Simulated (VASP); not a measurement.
# BN (P6_3mc) in VASP: further runs

The runs below take BN through vibrations by perturbation theory, elastic constants, with PBE.

Everything below comes from runs of VASP 6.6.1. Logs are shortened: lines on timing, memory, paths and dates and some standing lists are left out, and cuts for length are marked.

## Step 1: The cell of the first run

The structure is hexagonal, space group P6_3mc (No. 186). Conventional cell: a = 2.555 Å, b = 2.555 Å, c = 4.225 Å, α = 90.00°, β = 90.00°, γ = 120.00°. B (site symmetry 3m) has 4 N at 1.57 to 1.58 Å within 2.1 Å. Within 2.1 Å of N (site symmetry 3m) lie 4 B at 1.57 to 1.58 Å.

## Step 2: Vibrations by perturbation theory, PBE

INCAR reads:

```
ALGO     = Normal         # electronic algorithm
EDIFF    = 1E-8           # SCF threshold, eV
ENCUT    = 520            # plane-wave cutoff, eV
GGA      = PE             # functional
IBRION   = 8              # ionic algorithm
ISIF     = 2              # what is computed and relaxed
ISMEAR   = 0              # smearing method
LASPH    = True           # aspherical terms in the spheres
LCHARG   = False          # write CHGCAR
LEPSILON = True           # dielectric tensor by DFPT
LREAL    = False          # projectors in reciprocal space
LWAVE    = False          # write WAVECAR
NBANDS   = 16             # bands
NELM     = 60             # most SCF steps
NSW      = 1              # ionic steps
PREC     = Accurate       # precision mode
SIGMA    = 0.01           # smearing width, eV
```

KPOINTS reads:

```
k-points
0
Gamma
  12 12 6
```

POSCAR reads:

```
BN
1.0
    2.5545282057      0.0000000000      0.0000000000
   -1.2772641028      2.2122863209      0.0000000000
    0.0000000000      0.0000000000      4.2245285590
B N
2 2
Direct
    0.3333333333      0.6666666667      0.3126930816
    0.6666666667      0.3333333333      0.8126930816
    0.6666666667      0.3333333333      0.1873069184
    0.3333333333      0.6666666667      0.6873069184
```

Potentials or basis: VASP PAW PBE potentials, release 64 (B, N).

Command:

```sh
$ cat potpaw_PBE.64/B/POTCAR potpaw_PBE.64/N/POTCAR > POTCAR
$ mpirun -np 1 vasp_std > vasp.out
```

OUTCAR:

```text
EDIFF = 1E-8
   ENCUT = 520
   GGA = PE
   IBRION = 8
   ISIF = 2
   ISMEAR = 0
   LASPH = True
   LEPSILON = True
   LREAL = False
   NELM = 60
   NSW = 1
   PREC = Accurate

 ion  position               nearest neighbor table
   1  0.333  0.667  0.313-   3 1.57   3 1.57   3 1.57   4 1.58
   2  0.667  0.333  0.813-   4 1.57   4 1.57   4 1.57   3 1.58
   3  0.667  0.333  0.187-   1 1.57   1 1.57   1 1.57   2 1.58
   4  0.333  0.667  0.687-   2 1.57   2 1.57   2 1.57   1 1.58

  LATTYP: Found a hexagonal cell.
 ALAT       =     2.5545282057
 C/A-ratio  =     1.6537412073

  Lattice vectors:

 A1 = (   2.5545282057,   0.0000000000,   0.0000000000)
 A2 = (  -1.2772641028,   2.2122863209,   0.0000000000)
 A3 = (   0.0000000000,   0.0000000000,   4.2245285590)

Analysis of symmetry for initial positions (statically):
=====================================================================
 Subroutine PRICEL returns:
 Original cell was already a primitive cell.

 Routine SETGRP: Setting up the symmetry group for a
 hexagonal supercell.

 Subroutine GETGRP returns: Found 12 space group operations
 (whereof  6 operations were pure point group operations)
 out of a pool of 24 trial point group operations.

The static configuration has the point symmetry C_3v.
 The point group associated with its full space group is C_6v.

Analysis of symmetry for dynamics (positions and initial velocities):
=====================================================================
 Subroutine PRICEL returns:
 Original cell was already a primitive cell.

 Routine SETGRP: Setting up the symmetry group for a
 hexagonal supercell.

 Subroutine GETGRP returns: Found 12 space group operations
 (whereof  6 operations were pure point group operations)
 out of a pool of 24 trial point group operations.

The dynamic configuration has the point symmetry C_3v.
 The point group associated with its full space group is C_6v.

 Subroutine INISYM returns: Found 12 space group operations
 (whereof  6 operations are pure point group operations),
 and found     1 'primitive' translations

----------------------------------------------------------------------------------------

                                     Primitive cell

  volume of cell :      23.8743

  direct lattice vectors                    reciprocal lattice vectors
     2.554528206  0.000000000  0.000000000     0.391461718  0.226010528  0.000000000
    -1.277264103  2.212286321  0.000000000     0.000000000  0.452021056  0.000000000
     0.000000000  0.000000000  4.224528559     0.000000000  0.000000000  0.236712804

  length of vectors
     2.554528206  2.554528206  4.224528559     0.452021056  0.452021056  0.236712804

  position of ions in fractional coordinates (direct lattice)
     0.333333333  0.666666667  0.312693082
     0.666666667  0.333333333  0.812693082
     0.666666667  0.333333333  0.187306918
     0.333333333  0.666666667  0.687306918

  ion indices of the primitive-cell ions
[... 649 lines left out ...]
     0.51677  0.00000  0.00000
     0.00000  0.51677 -0.00000
     0.00000 -0.00000 -1.06716

[... ionic steps 4 to 9 ...]

--------------------------------------- Ionic step       10  -------------------------------------------

------------------------ aborting loop because EDIFF is reached ----------------------------------------

[... ionic steps 11 to 11 ...]

--------------------------------------- Ionic step       12  -------------------------------------------

 Free energy of the ion-electron system (eV)
  ---------------------------------------------------
  ---------------------------------------------------
  free energy    TOTEN  =        -0.25859251 eV

  energy without entropy =       -0.25859251

------------------------ aborting loop because EDIFF is reached ----------------------------------------

 INTERNAL STRAIN TENSOR  FOR ION    3  DIRECTION 3   (eV/Angst):
 -----------------------------------------------------------------------------
     1.11763  0.00000 -0.00000
     0.00000  1.11763  0.00000
     0.00000  0.00000  0.02345

 MACROSCOPIC STATIC DIELECTRIC TENSOR (including local field effects in DFT)
 ------------------------------------------------------
           4.567678     0.000000     0.000000
           0.000000     4.567678     0.000000
           0.000000     0.000000     4.731031
 ------------------------------------------------------

 PIEZOELECTRIC TENSOR (including local field effects)  for field in x, y, z        (e  Angst)
          XX          YY          ZZ          XY          YZ          ZX
  --------------------------------------------------------------------------------
  x     0.00000     0.00000     0.00000    -0.00000     0.00000     0.91760
  y    -0.00000     0.00000    -0.00000     0.00000     0.91760     0.00000
  z     0.77004     0.77004    -1.59019     0.00000     0.00000     0.00000

 PIEZOELECTRIC TENSOR (including local field effects)  for field in x, y, z        (C/m^2)
          XX          YY          ZZ          XY          YZ          ZX
  --------------------------------------------------------------------------------
  x     0.00000     0.00000     0.00000    -0.00000     0.00000     0.61579
  y    -0.00000     0.00000    -0.00000     0.00000     0.61579     0.00000
  z     0.51677     0.51677    -1.06716     0.00000     0.00000     0.00000

 BORN EFFECTIVE CHARGES (including local field effects) (in |e|, cummulative output)
 ---------------------------------------------------------------------------------
 ion    1
    1     1.84747     0.00000    -0.00000
    2     0.00000     1.84747    -0.00000
    3    -0.00000     0.00000     1.94644
 ion    2
    1     1.84747     0.00000     0.00000
    2     0.00000     1.84747     0.00000
    3     0.00000    -0.00000     1.94644
 ion    3
    1    -1.84747    -0.00000     0.00000
    2    -0.00000    -1.84747     0.00000
    3    -0.00000     0.00000    -1.94644
 ion    4
    1    -1.84747    -0.00000    -0.00000
    2    -0.00000    -1.84747     0.00000
    3     0.00000     0.00000    -1.94644

 INTERNAL STRAIN TENSOR FOR ION    4 for displacements in x,y,z  (eV/Angst):
          X           Y           Z          XY          YZ          ZX
  --------------------------------------------------------------------------------
  x    -0.00000     0.00000     0.00000    -4.38249     0.00000     2.19901
  y    -4.38249     4.38249     0.00000     0.00000     2.42728     0.00000
  z     1.11763     1.11763     0.02345     0.00000     0.00000    -0.00000

 SECOND DERIVATIVES (NOT SYMMETRIZED)
 ------------------------------------
               1X          1Y          1Z          2X          2Y          2Z          3X          3Y          3Z          4X          4Y          4Z
  1X   -24.542282   -0.000000   -0.000000    0.142826    0.000000    0.000000   19.600772    0.000000   -0.000000    4.798684    0.000000    0.000000
  1Y    -0.000000  -24.542282    0.000000    0.000000    0.142826    0.000000    0.000000   19.600772    0.000000    0.000000    4.798684    0.000000
  1Z    -0.000000    0.000000  -34.401701   -0.000000   -0.000000   11.555386    0.000000    0.000000   14.501500   -0.000000    0.000000    8.344814
  2X     0.142826    0.000000    0.000000  -24.542282   -0.000000    0.000000    4.798684    0.000000    0.000000   19.600772    0.000000    0.000000
  2Y     0.000000    0.142826    0.000000   -0.000000  -24.542282   -0.000000    0.000000    4.798684    0.000000    0.000000   19.600772    0.000000
  2Z     0.000000    0.000000   11.555386    0.000000    0.000000  -34.401701    0.000000    0.000000    8.344814    0.000000   -0.000000   14.501500
  3X    19.601826    0.000000    0.000000    4.802538    0.000000   -0.000000  -24.853224   -0.000000    0.000000    0.448860    0.000000    0.000000
  3Y     0.000000   19.601826    0.000000    0.000000    4.802538    0.000000   -0.000000  -24.853224    0.000000    0.000000    0.448860    0.000000
  3Z     0.000000   -0.000000   14.560937    0.000000    0.000000    8.274512    0.000000    0.000000  -36.877891   -0.000000   -0.000000   14.042442
  4X     4.802538    0.000000    0.000000   19.601826    0.000000   -0.000000    0.448860    0.000000    0.000000  -24.853224   -0.000000   -0.000000
  4Y     0.000000    4.802538    0.000000    0.000000   19.601826   -0.000000    0.000000    0.448860    0.000000   -0.000000  -24.853224   -0.000000
  4Z     0.000000   -0.000000    8.274512   -0.000000    0.000000   14.560937    0.000000    0.000000   14.042442   -0.000000    0.000000  -36.877891

 Eigenvectors and eigenvalues of the dynamical matrix
 ----------------------------------------------------

   1 f  =   33.293907 THz   209.191787 2PiTHz 1110.565194 cm-1   137.692473 meV
             X         Y         Z           dx          dy          dz
     -0.000000  1.474858  1.320981    -0.000000   -0.000000    0.616233
      1.277264  0.737429  3.433245    -0.000000   -0.000000   -0.616233
      1.277264  0.737429  0.791283     0.000000    0.000000   -0.346780
     -0.000000  1.474858  2.903548     0.000000    0.000000    0.346780
[... 71 lines left out ...]
  12 f/i=    0.003568 THz     0.022417 2PiTHz    0.119008 cm-1     0.014755 meV
             X         Y         Z           dx          dy          dz
     -0.000000  1.474858  1.320981    -0.000000    0.000000    0.466690
      1.277264  0.737429  3.433245    -0.000000    0.000000    0.466690
      1.277264  0.737429  0.791283    -0.000000    0.000000    0.531225
     -0.000000  1.474858  2.903548    -0.000000    0.000000    0.531225

--------------------------------------------------------------------------------------------------------

 MACROSCOPIC STATIC DIELECTRIC TENSOR IONIC CONTRIBUTION
 ------------------------------------------------------
           2.120296     0.000000    -0.000000
           0.000000     2.120296    -0.000000
          -0.000000    -0.000000     2.514400
 ------------------------------------------------------

 ELASTIC MODULI CONTR FROM IONIC RELAXATION (kBar)
 Direction    XX          YY          ZZ          XY          YZ          ZX
 --------------------------------------------------------------------------------
 XX        -112.9930     98.2986     -0.1292     -0.0000     -0.0000      0.0000
 YY          98.2986   -112.9930     -0.1292     -0.0000      0.0000     -0.0000
 ZZ          -0.1292     -0.1292     -0.0023     -0.0000      0.0000      0.0000
 XY          -0.0000     -0.0000     -0.0000   -105.6458      0.0000     -0.0000
 YZ           0.0000      0.0000      0.0000      0.0000    -31.6818     -0.0000
 ZX           0.0000     -0.0000      0.0000     -0.0000     -0.0000    -24.8483
 --------------------------------------------------------------------------------

 PIEZOELECTRIC TENSOR IONIC CONTR  for field in x, y, z        (C/m^2)
          XX          YY          ZZ          XY          YZ          ZX
  --------------------------------------------------------------------------------
  x     0.00000    -0.00000     0.00000    -0.00000    -0.00000    -0.21598
  y    -0.00000     0.00000     0.00000     0.00000    -0.24388    -0.00000
  z    -0.12789    -0.12789    -0.00225    -0.00000     0.00000     0.00000
```

Wall time 11 min (1 thread of Intel Xeon Platinum 8488C (Sapphire Rapids), shared host); peak memory 0.44 GiB.

Results:

```yaml
Electronic_dielectric_tensor_diagonal: 4.57, 4.57, 4.73
Born_charges_mean_of_the_diagonal: B +1.88; N -1.88 e
Highest_phonon_frequency_at_Γ_LO-TO_splitting_left_out: 1111 cm⁻¹
```

Phonon frequencies in cm⁻¹ (negative: imaginary):
```tsv
q point	frequencies
(0.000, 0.000, 0.000)	0 0 0 472 472 943 943 955 1009 1043 1043 1111
```

Electronic dielectric tensor:
```
4.57 0.00 0.00
0.00 4.57 0.00
0.00 0.00 4.73
```

Born effective charge tensors (e):
atom 1, B
```
1.85 0.00 0.00
0.00 1.85 0.00
0.00 0.00 1.95
```
atom 2, B
```
1.85 0.00 0.00
0.00 1.85 0.00
0.00 0.00 1.95
```
atom 3, N
```
-1.85  0.00  0.00
 0.00 -1.85  0.00
 0.00  0.00 -1.95
```
atom 4, N
```
-1.85  0.00  0.00
 0.00 -1.85  0.00
 0.00  0.00 -1.95
```

## Step 3: Elastic constants, PBE

INCAR reads:

```
SYSTEM = BN
PREC = Accurate
ENCUT = 600
EDIFF = 1E-8
ISMEAR = 0
SIGMA = 0.01
LREAL = .False.
LASPH = .True.
NELM = 60
ALGO = Normal
ISIF = 3
LWAVE = .False.
LCHARG = .False.
GGA = PE
NBANDS = 16
IBRION = 6
NFREE = 2
POTIM = 0.015
NSW = 1
```

KPOINTS reads:

```
regular mesh
0
Gamma
  12 12 6
  0 0 0
```

POSCAR is that of step 2.

Potentials or basis: VASP PAW PBE potentials, release 64 (B, N).

Command:

```sh
$ cat potpaw_PBE.64/B/POTCAR potpaw_PBE.64/N/POTCAR > POTCAR
$ mpirun -np 1 vasp_std > vasp.out
```

Run time: 16 min. Hardware: 1 thread of Intel Xeon Platinum 8488C (Sapphire Rapids), shared host; peak memory 0.41 GiB.

Results (log left out):

- Voigt bulk modulus: 373 GPa
- Highest phonon frequency at Γ, LO-TO splitting left out: 1111 cm⁻¹

Phonon frequencies in cm⁻¹ (negative: imaginary):
```tsv
q point	frequencies
(0.000, 0.000, 0.000)	0 0 0 472 472 943 943 954 1009 1043 1043 1111
```

Elastic tensor in Voigt notation (GPa, in the Cartesian axes of the cell as first typed):
```
 926  130   58    0    0    0
 130  926   58    0    0    0
  58   58 1014    0    0    0
   0    0    0  330    0    0
   0    0    0    0  330    0
   0    0    0    0    0  398
```

Clamped-ion elastic tensor (GPa):
```
 937  120   58    0    0    0
 120  937   58    0    0    0
  58   58 1014    0    0    0
   0    0    0  333    0    0
   0    0    0    0  333    0
   0    0    0    0    0  409
```
